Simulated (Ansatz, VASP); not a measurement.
## One calculation of AgCl, two programs

The input INCAR:

```
SYSTEM = AgCl
ALGO     = Normal         ! electronic algorithm
EDIFF    = 1E-7           ! SCF threshold, eV
ENCUT    = 520            ! plane-wave cutoff, eV
GGA      = PE             ! functional
ISIF     = 2              ! what is computed and relaxed
ISMEAR   = 0              ! smearing method
LASPH    = .TRUE.         ! aspherical terms in the spheres
LCHARG   = .FALSE.        ! write CHGCAR
LREAL    = .FALSE.        ! projectors in reciprocal space
LWAVE    = .FALSE.        ! write WAVECAR
NBANDS   = 16             ! bands
NELM     = 80             ! most SCF steps
PREC     = Accurate       ! precision mode
SIGMA    = 0.05           ! smearing width, eV
```

KPOINTS

```
k-points
0
G
  8 8 8
  0 0 0
```

File POSCAR:

```
AgCl
1.0
    0.0000000000      2.7731500000      2.7731500000
    2.7731500000      0.0000000000      2.7731500000
    2.7731500000      2.7731500000      0.0000000000
Ag Cl
1 1
Direct
    0.5000000000      0.5000000000      0.5000000000
    0.0000000000      0.0000000000      0.0127491622
```

Input for Ansatz:

```yaml
crystal:
  lattice:
    - [0.0, 2.77315, 2.77315]
    - [2.77315, 0.0, 2.77315]
    - [2.77315, 2.77315, 0.0]
  atoms:
    - { symbol: Ag, position: [0.5, 0.5, 0.5] }
    - { symbol: Cl, position: [0.0, 0.0, 0.0127491622] }
basis:
  ecutwfc: 420
kpoints:
  mp_grid: { grid: [8, 8, 8] }
hamiltonian:
  xc: pbe
scf:
  occupations: { method: gaussian, width: 0.05 }
output:
  forces: true
  stress: true
  eigenvalues: true
```

Change from the starting cell: all Cl atoms moved +0.050 Å, as atom 2 along Cartesian [1 1 0].

Alike in both runs: task single point; functional PBE; k mesh 8 × 8 × 8; occupations gaussian, width 0.05 eV; no spin polarisation.

|  | VASP | Ansatz |
| --- | --- | --- |
| version | VASP 6.6.1 | Ansatz 0.2.0 |
| potentials or method | VASP PAW PBE potentials, release 64 (Ag, Cl), cutoff 520 eV | scalar-relativistic, plane waves, PAW |
| valence electrons in the cell | 18 | 26 |

Ansatz gave:

- gap on the k mesh at the Fermi level (eV): 0.91
- least direct gap on the mesh (eV): 3.10
- pressure (GPa): 1.7
- rms of the force components (eV/Å): 0.033

Task: What did VASP give for the same quantities?

Result: gap on the k mesh at the Fermi level (eV): 0.91; least direct gap on the mesh (eV): 3.10; pressure (GPa): 1.5; rms of the force components (eV/Å): 0.033.

Atom by atom the forces differ by 0.001 eV/Å (rms over components). VASP's potentials hold 18 valence electrons a cell and Ansatz's 26, so a difference there can come from the potentials and not from the codes.
